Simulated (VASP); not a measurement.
Te: single point with PBE

The system is Te.

```
Te
1.0
     3.36670    0.00000    0.00000
    -1.68335    2.91565    0.00000
     0.00000    0.00000    3.13479
Te
1
Direct
  0.00000 0.00000 0.00000
```

```
Program             : VASP 6.6.1
Task                : single point
Functional          : PBE
Potentials or basis : VASP PAW PBE potentials, release 64 (Te)
Cutoff              : 520 eV
k mesh              : 6 × 6 × 6
Occupations         : gaussian, width 0.1 eV
Spin                : no spin polarisation
```

| Item | Value |
| --- | --- |
| Pressure | -0.2 GPa |
| Band gap on the k mesh | zero (band 3 reaches 10.49 eV, above the bottom of band 4 at 4.31 eV) |

Stress tensor (GPa, compression positive):
```
-0.25  0.00  0.00
 0.00 -0.25  0.00
 0.00  0.00 -0.08
```

Levels at points of the mesh, in eV from the Fermi level:
| k point | band 1 | band 2 | band 3 | band 4 | band 5 | band 6 |
| --- | --- | --- | --- | --- | --- | --- |
| (0.00, 0.00, 0.00) | -13.71 | 1.56 | 1.99 | 1.99 | 6.25 | 7.63 |
| (0.50, 0.00, 0.00) | -11.41 | -5.86 | -0.20 | 3.37 | 4.79 | 9.56 |
| (0.00, 0.00, 0.50) | -11.77 | -6.18 | 3.47 | 3.47 | 10.32 | 10.73 |
| (0.50, 0.00, 0.50) | -9.39 | -4.14 | -4.14 | 1.32 | 2.37 | 7.21 |

Run time: 4.3 s on 1 thread of Intel(R) Xeon(R) 6975P-C (Granite Rapids), on a shared host, peak memory 0.15 GiB.

Caveat: spin-orbit coupling is left out, which moves the levels of the heavy elements.
